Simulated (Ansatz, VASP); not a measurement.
This is a calculation of AlNi3 for Ansatz 0.2.0.

Contents of input.yaml:

```yaml
crystal:
  lattice:
    - [3.5694160265, 0.0, 0.0]
    - [0.0, 3.5694160265, 0.0]
    - [0.0, 0.0, 3.5694160265]
  atoms:
    - { symbol: Ni, position: [0.5, 0.5, 0.0], spin: 1.0 }
    - { symbol: Ni, position: [0.5, 0.0, 0.5], spin: 1.0 }
    - { symbol: Ni, position: [0.0, 0.5, 0.5], spin: 1.0 }
    - { symbol: Al, position: [0.0, 0.0, 0.0] }
kpoints:
  mp_grid: { grid: [8, 8, 8] }
scf:
  occupations: { method: fermi_dirac, width: 0.05 }
hamiltonian:
  xc: lda
  pseudopotentials: { kind: all_electron, lapw: { basis_error: 0.002 } }
magnetization:
  spin_polarized: true
output:
  forces: true
  stress: true
  eigenvalues: true
```

Potentials or basis: all-electron LAPW, scalar-relativistic.

Launch:

```console
$ ansatz run input.yaml --threads 4 --pin off --max-ram 12288MiB --backend cpu --events-out ev --progress --plain --runs-dir out
```

Q: Set up the same calculation for VASP 6.6.1. Potentials there: VASP PAW LDA potentials, release 64 (Ni, Al).

A: As run (the cutoff follows the program's own potentials):

INCAR

```
ALGO = Normal ; EDIFF = 1E-6
ENCUT = 520 ; GGA = CA
ISIF = 2 ; ISMEAR = -1
ISPIN = 2 ; LASPH = True
LCHARG = True ; LELF = True
LMAXMIX = 4 ; LORBIT = 11
LREAL = False ; LVHAR = True
LWAVE = False ; MAGMOM = 1 1 1 0
NBANDS = 28 ; NELM = 150
PREC = Accurate ; SIGMA = 0.05
```

File KPOINTS:

```
k-points
0
Gamma
  8 8 8
```

The input POSCAR:

```
AlNi3
1.0
    3.5694160265      0.0000000000      0.0000000000
    0.0000000000      3.5694160265      0.0000000000
    0.0000000000      0.0000000000      3.5694160265
Ni Al
3 1
Direct
    0.5000000000      0.5000000000      0.0000000000
    0.5000000000      0.0000000000      0.5000000000
    0.0000000000      0.5000000000      0.5000000000
    0.0000000000      0.0000000000      0.0000000000
```

Potentials or basis: VASP PAW LDA potentials, release 64 (Ni, Al).

The run is started by

```console
$ cat potpaw_LDA.64/Ni/POTCAR potpaw_LDA.64/Al/POTCAR > POTCAR
$ mpirun -np 1 vasp_std > vasp.out
```

Both were run:

|  | VASP | Ansatz | Ansatz less VASP |
| --- | --- | --- | --- |
| gap on the k mesh at the Fermi level (eV) | none | none | - |
| pressure (GPa) | -13.8 | -14.2 | -0.37 |
| net moment per atom (μB) | 0.11 | 0.14 | +0.026 |
| size of the moment on the site where the two differ most (μB) | 0.16 | 0.20 | +0.041 |

LDA's correlation is that of Perdew and Zunger in VASP and of Perdew and Wang (1992) in Ansatz. Site moments also hang on the region over which each program counts them. A gap of «none» marks a metal or a gap that the smearing closes. Ansatz ran all-electron here, and VASP with PAW potentials.
